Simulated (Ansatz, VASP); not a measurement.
**CsPtS in VASP and in Ansatz**

```
CELL_PARAMETERS angstrom
3.59801 0.00000 0.00000
0.00000 3.59801 0.00000
0.00000 0.00000 6.26746
ATOMIC_POSITIONS crystal
Cs 0.00000 0.00000 0.00000
Pt 0.00000 0.00000 0.50000
S 0.50000 0.50000 0.50000
```

Alike in both runs: functional PBE; k mesh 6 × 6 × 4; occupations gaussian, width 0.1 eV; no spin polarisation.

Ansatz relaxed the structure, and its values are those at the end. VASP's run is a single point on that final structure, the one shown.

|  | VASP | Ansatz |
| --- | --- | --- |
| version | VASP 6.6.1 | Ansatz 0.2.0 |
| potentials or method | VASP PAW PBE potentials, release 64 (Cs_sv, Pt_sv_GW, S), cutoff 570 eV | scalar-relativistic, plane waves, PAW |
| valence electrons in the cell | 33 | 33 |

VASP gave:

| Quantity | Value |
| --- | --- |
| gap on the k mesh at the Fermi level (eV) | none |
| pressure (GPa) | -0.1 |

**Question.** Estimate Ansatz's values.

**Answer.** gap on the k mesh at the Fermi level (eV): none; pressure (GPa): 0.0.

A gap of «none» marks a metal or a gap that the smearing closes.

Spin-orbit coupling is off throughout.
